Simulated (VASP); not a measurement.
# Na (Im-3m) in VASP: notebook

Runs on Na. Level: r2SCAN. Tasks: single point.

Program: VASP 6.6.1. These are calculated values, not measurements. Logs are shortened: lines on timing, memory, paths and dates and some standing lists are left out, and cuts for length are marked.

### Step 1. The cell of the first run

It takes space group Im-3m (No. 229, cubic). Conventional cell: a = 3.670 Å, b = 3.670 Å, c = 3.670 Å, α = 90.00°, β = 90.00°, γ = 90.00°. Na (site symmetry m-3m) has 14 Na at 3.18 to 3.67 Å within 4.2 Å.

### Step 2. Single point, r2SCAN

File POSCAR:

```
Na
1.0
   -1.8349958378      1.8349958378      1.8349958378
    1.8349958378     -1.8349958378      1.8349958378
    1.8349958378      1.8349958378     -1.8349958378
Na
1
Direct
    0.0000000000      0.0000000000      0.0000000000
```

File INCAR.step1:

```
SYSTEM = Na
  ALGO = Normal
  EDIFF = 1E-5
  ENCUT = 550
  GGA = PE
  GGA_COMPAT = .FALSE.
  ISMEAR = -1
  LASPH = .TRUE.
  LCHARG = .FALSE.
  LREAL = .FALSE.
  LWAVE = .TRUE.
  NBANDS = 10
  NELM = 120
  PREC = Accurate
  SIGMA = 0.1
```

File INCAR.step2:

```
SYSTEM = Na
  ALGO = Normal
  EDIFF = 1E-6
  ENCUT = 550
  GGA_COMPAT = .FALSE.
  ISIF = 2
  ISMEAR = -1
  ISTART = 1
  LASPH = .TRUE.
  LCHARG = .FALSE.
  LMIXTAU = .TRUE.
  LREAL = .FALSE.
  LWAVE = .FALSE.
  METAGGA = R2SCAN
  NBANDS = 10
  NELM = 120
  PREC = Accurate
  SIGMA = 0.1
```

File KPOINTS:

```
k-points
0
G
  18 18 18
  0 0 0
```

Potentials or basis: VASP PAW PBE potentials, release 64 (Na_pv).

Run with:

```
cat potpaw_PBE.64/Na_pv/POTCAR > POTCAR
cp INCAR.step1 INCAR
mpirun -np 1 vasp_std > vasp.out
cp INCAR.step2 INCAR
mpirun -np 1 vasp_std > vasp.out
```

OUTCAR:

```text
SYSTEM = Na
   EDIFF = 1E-6
   ENCUT = 550
   ISIF = 2
   ISMEAR = -1
   ISTART = 1
   LASPH = .TRUE.
   LREAL = .FALSE.
   METAGGA = R2SCAN
   NELM = 120
   PREC = Accurate

 ion  position               nearest neighbor table
   1  0.000  0.000  0.000-

  LATTYP: Found a body centered cubic cell.
 ALAT       =     3.6699916756

  Lattice vectors:

 A1 = (  -1.8349958378,   1.8349958378,   1.8349958378)
 A2 = (   1.8349958378,  -1.8349958378,   1.8349958378)
 A3 = (   1.8349958378,   1.8349958378,  -1.8349958378)

Analysis of symmetry for initial positions (statically):
=====================================================================
 Subroutine PRICEL returns:
 Original cell was already a primitive cell.

 Routine SETGRP: Setting up the symmetry group for a
 body centered cubic supercell.

 Subroutine GETGRP returns: Found 48 space group operations
 (whereof 48 operations were pure point group operations)
 out of a pool of 48 trial point group operations.

The static configuration has the point symmetry O_h .

Analysis of symmetry for dynamics (positions and initial velocities):
=====================================================================
 Subroutine PRICEL returns:
 Original cell was already a primitive cell.

 Routine SETGRP: Setting up the symmetry group for a
 body centered cubic supercell.

 Subroutine GETGRP returns: Found 48 space group operations
 (whereof 48 operations were pure point group operations)
 out of a pool of 48 trial point group operations.

The dynamic configuration has the point symmetry O_h .

 Subroutine INISYM returns: Found 48 space group operations
 (whereof 48 operations are pure point group operations),
 and found     1 'primitive' translations

----------------------------------------------------------------------------------------

                                     Primitive cell

  volume of cell :      24.7153

  direct lattice vectors                    reciprocal lattice vectors
    -1.834995838  1.834995838  1.834995838     0.000000000  0.272480182  0.272480182
     1.834995838 -1.834995838  1.834995838     0.272480182  0.000000000  0.272480182
     1.834995838  1.834995838 -1.834995838     0.272480182  0.272480182  0.000000000

  length of vectors
     3.178306023  3.178306023  3.178306023     0.385345169  0.385345169  0.385345169

  position of ions in fractional coordinates (direct lattice)
     0.000000000  0.000000000  0.000000000

  ion indices of the primitive-cell ions
   primitive index   ion index
                 1           1

----------------------------------------------------------------------------------------

 KPOINTS: k-points

Automatic generation of k-mesh.
 Grid dimensions read from file:
 generate k-points for:   18   18   18

 Generating k-lattice:

  Cartesian coordinates                     Fractional coordinates (reciprocal lattice)
     0.000000000  0.015137788  0.015137788     0.055555556  0.000000000  0.000000000
     0.015137788  0.000000000  0.015137788     0.000000000  0.055555556  0.000000000
     0.015137788  0.015137788  0.000000000     0.000000000  0.000000000  0.055555556

  Length of vectors
     0.021408065  0.021408065  0.021408065

  Shift w.r.t. Gamma in fractional coordinates (k-lattice)
     0.000000000  0.000000000  0.000000000

 Subroutine IBZKPT returns following result:
 ===========================================

 Found    195 irreducible k-points:

 Following reciprocal coordinates:
            Coordinates               Weight
  0.000000  0.000000  0.000000      1.000000
  0.055556  0.000000  0.000000     12.000000
  0.111111  0.000000  0.000000     12.000000
  0.166667  0.000000  0.000000     12.000000
  0.222222  0.000000  0.000000     12.000000
  0.277778  0.000000  0.000000     12.000000
[... 16 lines left out ...]
  0.333333  0.111111  0.000000     48.000000
  0.388889  0.111111  0.000000     48.000000
 [... further k-points ...]
   k-points           NKPTS =    195   k-points in BZ     NKDIM =    195   number of bands    NBANDS=     10
   number of dos      NEDOS =    301   number of ions     NIONS =      1
   total plane-waves  NPLWV =  13824
   dimension x,y,z NGX =    24 NGY =   24 NGZ =   24
   dimension x,y,z NGXF=    48 NGYF=   48 NGZF=   48
   ions per type =               1
   NGX,Y,Z   is equivalent  to a cutoff of  12.55, 12.55, 12.55 a.u.
   NGXF,Y,Z  is equivalent  to a cutoff of  25.11, 25.11, 25.11 a.u.
 SYSTEM =  Na
   PREC   = accura    normal or accurate (medium, high low for compatibility)
   ISTART =      1    job   : 0-new  1-cont  2-samecut
   ICHARG =      0    charge: 1-file 2-atom 10-const
   ISPIN  =      1    spin polarized calculation?
   LNONCOLLINEAR =      F non collinear calculations
   LSORBIT =      F    spin-orbit coupling
   LASPH  =      T    aspherical Exc in radial PAW
   ENCUT  =  550.0 eV  40.42 Ry    6.36 a.u.   6.08  6.08  6.08*2*pi/ulx,y,z
   NELM   =    120;   NELMIN=  2; NELMDL=  0     # of ELM steps
   EDIFF  = 0.1E-05   stopping-criterion for ELM
   LREAL  =      F    real-space projection
   EDIFFG = 0.1E-04   stopping-criterion for IOM
   NSW    =      0    number of steps for IOM
   IBRION =     -1    ionic relax: 0-MD 1-quasi-New 2-CG
   NFREE  =      0    steps in history (QN), initial steepest desc. (CG)
   ISIF   =      2    stress and relaxation
   ISYM   =      2    0-nonsym 1-usesym 2-fastsym
   POTIM  = 0.5000    time-step for ionic-motion
   TEBEG  =    0.0;   TEEND  =   0.0 temperature during run
   PSTRESS=    0.0 pullay stress
   NELECT =       7.0000    total number of electrons
   NUPDOWN=      -1.0000    fix difference up-down
   EMIN   =  10.00;   EMAX   =-10.00  energy-range for DOS
   EFERMI =   0.00;   METHOD = LEGACY
   ISMEAR =    -1;   SIGMA  =   0.10  broadening in eV -4-tet -1-fermi 0-gaus
   EFERMI_NEDOS =   21; number of points for ismear=-14 and -15
   IALGO  =     38    algorithm
   IMIX   =      4    mixing-type and parameters
     AMIX     =   0.40;   BMIX     =  1.00
     AMIX_MAG =   1.60;   BMIX_MAG =  1.00
  volume/ion in A,a.u.               =      24.72       166.79
  Fermi-wavevector in a.u.,A,eV,Ry     =   1.075109  2.031661 15.726416  1.155859
  Thomas-Fermi vector in A             =   2.210956
   LORBIT       =      0    0 simple, 1 ext, 2 COOP (PROOUT), +10 PAW based schemes
   METAGGA = R2SCAN    functional components
   LHFCALC =     F    Hartree Fock is set to
   AEXX    =    0.0000 exact exchange contribution
   IVDW    =     0    specifies the selected vdW correction
   LEPSILON=     F    determine dielectric tensor
   LRPA    =     F    only Hartree local field effects (RPA)
 non-spin polarized calculation
  energy-cutoff  :      550.00
  volume of cell :       24.72
 maximum number of plane-waves:       739
   NGX = 13   NGY = 13   NGZ = 13

 number of electron       7.0000011 magnetization

 Free energy of the ion-electron system (eV)
  ---------------------------------------------------
  ext. energy  EPLUGINS =         0.00000000
  ---------------------------------------------------
  free energy    TOTEN  =        -3.36255957 eV

  energy without entropy =       -3.35095208  energy(sigma->0) =       -3.35675582

 E-fermi :   1.8237     XC(G=0):  -8.1983

 val. band max:        1.7458561756   @ k =  -0.3333   0.3333   0.2778
 cond. band min:       1.8722606125   @ k =   0.3333   0.1667   0.0000
 fundamental gap:      0.1264044369
 Fermi energy:         1.8237333665

 k-point     1 :       0.0000    0.0000    0.0000
  band No.  band energies     occupation
      1     -23.9953      2.00000
      2     -23.9953      2.00000
      3     -23.9953      2.00000
      4      -2.6555      2.00000
      5      17.1091      0.00000
      6      17.1091      0.00000
      7      17.1091      0.00000
      8      18.6306      0.00000
      9      18.6306      0.00000
     10      19.4164      0.00000

 k-point     2 :       0.0556    0.0000    0.0000
  band No.  band energies     occupation
      1     -23.9996      2.00000
      2     -23.9965      2.00000
      3     -23.9953      2.00000
      4      -2.5786      2.00000
      5      16.2032      0.00000
      6      16.5828      0.00000
      7      17.0102      0.00000
      8      17.9721      0.00000
      9      18.0182      0.00000
     10      20.0648      0.00000

 k-point     3 :       0.1111    0.0000    0.0000
  band No.  band energies     occupation
      1     -24.0120      2.00000
      2     -24.0002      2.00000
      3     -23.9954      2.00000
      4      -2.3490      2.00000
      5      14.3647      0.00000
      6      15.6742      0.00000
      7      16.7574      0.00000
      8      17.2158      0.00000
      9      17.8760      0.00000
     10      20.8809      0.00000

 k-point     4 :       0.1667    0.0000    0.0000
  band No.  band energies     occupation
      1     -24.0310      2.00000
      2     -24.0059      2.00000
      3     -23.9955      2.00000
      4      -1.9698      2.00000
      5      12.4853      0.00000
      6      14.7961      0.00000
      7      16.4351      0.00000
      8      16.4970      0.00000
      9      17.8357      0.00000
     10      21.4772      0.00000
[... 222 lines left out ...]
 k-point    22 :       0.2778    0.1111    0.0000
  band No.  band energies     occupation
      1     -24.1004      2.00000
      2     -24.0298      2.00000
      3     -24.0015      2.00000
      4       0.2233      2.00000
      5       7.5258      0.00000
      6      11.1116      0.00000
      7      14.7627      0.00000
      8      16.1242      0.00000
      9      18.9708      0.00000
     10      20.8986      0.00000

 k-point    23 :       0.3333    0.1111    0.0000
  band No.  band energies     occupation
      1     -24.1157      2.00000
      2     -24.0367      2.00000
      3     -24.0018      2.00000
      4       1.1299      1.99806
      5       6.0750      0.00000
      6      10.7694      0.00000
      7      14.4870      0.00000
      8      15.8815      0.00000
      9      18.9102      0.00000
     10      21.2767      0.00000

 k-point    24 :       0.3889    0.1111    0.0000
  band No.  band energies     occupation
      1     -24.1256      2.00000
      2     -24.0413      2.00000
      3     -24.0020      2.00000
      4       2.1253      0.09344
      5       4.7526      0.00000
      6      10.5650      0.00000
      7      14.3152      0.00000
      8      15.7305      0.00000
      9      18.8287      0.00000
     10      21.7202      0.00000

 [... further k-points ...]

------------------------ aborting loop because EDIFF is reached ----------------------------------------

  FORCE on cell =-STRESS in cart. coord.  units (eV):
  Direction    XX          YY          ZZ          XY          YZ          ZX
  --------------------------------------------------------------------------------------
  -------------------------------------------------------------------------------------
  Total        1.0441271      1.0441271      1.0441271     -0.0000000      0.0000000      0.0000000
  in kB       67.6859805     67.6859805     67.6859805     -0.0000000      0.0000000      0.0000000
  external PRESSURE =      67.6859805 kB  Pullay stress =       0.0000000 kB

 VOLUME and BASIS-vectors are now :
 -----------------------------------------------------------------------------
  energy-cutoff  :      550.00
  volume of cell :       24.72
      direct lattice vectors                 reciprocal lattice vectors
    -1.834995838  1.834995838  1.834995838     0.000000000  0.272480182  0.272480182
     1.834995838 -1.834995838  1.834995838     0.272480182  0.000000000  0.272480182
     1.834995838  1.834995838 -1.834995838     0.272480182  0.272480182  0.000000000

 POSITION                                       TOTAL-FORCE (eV/Angst)
 -----------------------------------------------------------------------------------
      0.00000      0.00000      0.00000         0.000000      0.000000      0.000000
 -----------------------------------------------------------------------------------
    total drift:                               -0.000000      0.000000      0.000000

  FREE ENERGIE OF THE ION-ELECTRON SYSTEM (eV)
  ---------------------------------------------------
  free  energy   TOTEN  =        -3.3625595659 eV

  energy  without entropy=       -3.3509520827  energy(sigma->0) =       -3.35675582
```

Wall time 2.7 min (1 thread of Oxide Virtual Turin-like, shared host); peak memory 0.13 GiB.

What came out:

```yaml
Free_energy: -3.3626 eV
Pressure: 6.8 GPa
Band_gap_on_the_k_mesh: zero (an odd number of electrons rules out a gap without spin polarisation)
```

Caveat: the cell stands under pressure; the PAW data sets were made with another functional, which shifts forces and pressure a little.

### Step 3. Single point, r2SCAN

This run uses another cell than the first one, of 27.90 Å³/atom.

File POSCAR:

```
Na
1.0
   -1.9106873455      1.9106873455      1.9106873455
    1.9106873455     -1.9106873455      1.9106873455
    1.9106873455      1.9106873455     -1.9106873455
Na
1
Direct
    0.0000000000      0.0000000000      0.0000000000
```

File INCAR.step1:

```
SYSTEM = Na
PREC = Accurate
ENCUT = 550
ISMEAR = -1
SIGMA = 0.1
LREAL = .False.
LASPH = .True.
NELM = 120
NBANDS = 10
GGA = PE
ALGO = Normal
EDIFF = 1E-5
LWAVE = .True.
LCHARG = .False.
GGA_COMPAT = .False.
```

File INCAR.step2:

```
SYSTEM = Na
PREC = Accurate
ENCUT = 550
EDIFF = 1E-6
ISMEAR = -1
SIGMA = 0.1
LREAL = .False.
LASPH = .True.
NELM = 120
ALGO = Normal
ISIF = 2
LWAVE = .False.
LCHARG = .False.
METAGGA = R2SCAN
LMIXTAU = .True.
NBANDS = 10
ISTART = 1
GGA_COMPAT = .False.
```

File KPOINTS:

```
Automatic mesh
0
Gamma
  18 18 18
  0 0 0
```

Potentials or basis: VASP PAW PBE potentials, release 64 (Na_pv).

Run with:

```
cat potpaw_PBE.64/Na_pv/POTCAR > POTCAR
cp INCAR.step1 INCAR
mpirun -np 1 vasp_std > vasp.out
cp INCAR.step2 INCAR
mpirun -np 1 vasp_std > vasp.out
```

It took 5.4 min on 1 thread of Oxide Virtual Turin-like, shared host; peak memory 0.15 GiB.

It converged, with:

- Free energy: -3.4676 eV
- Pressure: 4.0 GPa
- Band gap on the k mesh: zero (an odd number of electrons rules out a gap without spin polarisation)

Levels at points of the mesh, in eV from the Fermi level:
| k point | band 1 | band 2 | band 3 | band 4 | band 5 | band 6 |
| --- | --- | --- | --- | --- | --- | --- |
| (0.00, 0.00, 0.00) | -25.84 | -25.84 | -25.84 | -4.16 | 14.38 | 14.38 |
| (0.50, 0.00, 0.00) | -25.93 | -25.87 | -25.84 | 0.82 | 1.74 | 9.88 |
| (0.50, 0.50, 0.50) | -25.90 | -25.90 | -25.90 | 5.11 | 5.11 | 6.45 |

Caveat: the cell stands under pressure; the PAW data sets were made with another functional, which shifts forces and pressure a little.

The gap in the log of VASP goes by the Fermi energy; the results here count the filled bands.